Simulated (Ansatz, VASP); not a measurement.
# Ge: VASP beside Ansatz

```xyz
4
Lattice="4.6380 0.0000 0.0000 -2.3190 4.0167 0.0000 0.0000 0.0000 5.3709" Properties=species:S:1:pos:R:3 pbc="T T T"
Ge    0.0000    2.6778    0.0000
Ge    2.3190    1.3389    0.0000
Ge    0.0000    0.0000    1.3535
Ge    0.0000    0.0000    4.0174
```

Alike in both runs: functional PBE; k mesh 12 × 12 × 10; occupations gaussian, width 0.1 eV; no spin polarisation.

Ansatz relaxed the structure, and its values are those at the end. VASP's run is a single point on that final structure, the one shown.

```csv
,VASP,Ansatz
version,VASP 6.6.1,Ansatz 0.2.0
potentials or method,"VASP PAW PBE potentials, release 64 (Ge_d), cutoff 520 eV","scalar-relativistic, plane waves, PAW"
valence electrons in the cell,56,56
```

|  | VASP | Ansatz | Ansatz less VASP |
| --- | --- | --- | --- |
| gap on the k mesh at the Fermi level (eV) | none | none | - |
| pressure (GPa) | 0.0 | 0.0 | +0.01 |

A gap of «none» marks a metal or a gap that the smearing closes.
